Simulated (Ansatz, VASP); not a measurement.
Given: the input of a run of Ansatz 0.2.0 on Ca.

The input input.yaml:

```yaml
crystal:
  lattice:
    - [-2.2052049036, 2.2052049036, 2.19611481]
    - [2.2052049036, -2.2052049036, 2.19611481]
    - [2.2052049036, 2.2052049036, -2.19611481]
  atoms:
    - { symbol: Ca, position: [0.5, 0.5, 0.0] }
hamiltonian:
  xc: r2scan
  pseudopotentials: { kind: paw }
kpoints:
  mp_grid: { grid: [9, 9, 9] }
scf:
  occupations: { method: fermi_dirac, width: 0.05 }
output:
  forces: true
  stress: true
  eigenvalues: true
relax:
  f_tol: 0.01
  max_steps: 40
  cell: { stress_tol: 0.05 }
```

Potentials or basis: Ansatz PAW.

Command:

```console
$ ansatz run input.yaml --threads 2 --pin off --max-ram 5632MiB --backend cpu --events-out ev --progress --plain --runs-dir out
```

Problem. Translate it to VASP 6.6.1. Potentials there: VASP PAW PBE potentials, release 64 (Ca_sv).

Solution. As run (the cutoff follows the program's own potentials):

The input POSCAR:

```
Ca
1.0
   -2.2052049036      2.2052049036      2.1961148100
    2.2052049036     -2.2052049036      2.1961148100
    2.2052049036      2.2052049036     -2.1961148100
Ca
1
Direct
    0.5000000000      0.5000000000      0.0000000000
```

INCAR.step1

```
PREC = Accurate ; ENCUT = 600
ISMEAR = -1 ; SIGMA = 0.05
LREAL = False ; LASPH = True
NELM = 60 ; GGA = PE
ALGO = Normal ; EDIFF = 1E-4
LWAVE = True ; LCHARG = False
```

File INCAR.step2:

```
PREC = Accurate ; ENCUT = 600
EDIFF = 1E-6 ; ISMEAR = -1
SIGMA = 0.05 ; LREAL = False
LASPH = True ; NELM = 60
ALGO = Normal ; ISIF = 3
LWAVE = False ; LCHARG = False
METAGGA = R2SCAN ; LMIXTAU = True
IBRION = 2 ; NSW = 60
EDIFFG = -0.01 ; ISTART = 1
```

File KPOINTS:

```
Automatic mesh
0
Gamma
  9 9 9
```

Potentials or basis: VASP PAW PBE potentials, release 64 (Ca_sv).

The run is started by

```sh
$ cat potpaw_PBE.64/Ca_sv/POTCAR > POTCAR
$ cp INCAR.step1 INCAR
$ mpirun -np 1 vasp_std > vasp.out
$ cp INCAR.step2 INCAR
$ mpirun -np 1 vasp_std > vasp.out
```

Both were run:

|  | VASP | Ansatz | Ansatz less VASP |
| --- | --- | --- | --- |
| gap on the k mesh at the Fermi level, each at its own relaxed structure (eV) | none | none | - |
| relaxed volume (Å³/atom) | 43.49 | 43.33 | -0.161 |
| relaxed cell length with the largest relative difference (Å) | 3.837 | 3.832 | -0.0047 |

VASP's potentials were made for PBE, not for r2SCAN. A gap of «none» marks a metal or a gap that the smearing closes.

Noted on Ansatz's run: the plane-wave basis is chosen anew once the cell has moved, so the energies of steps on either side of that aren't comparable.
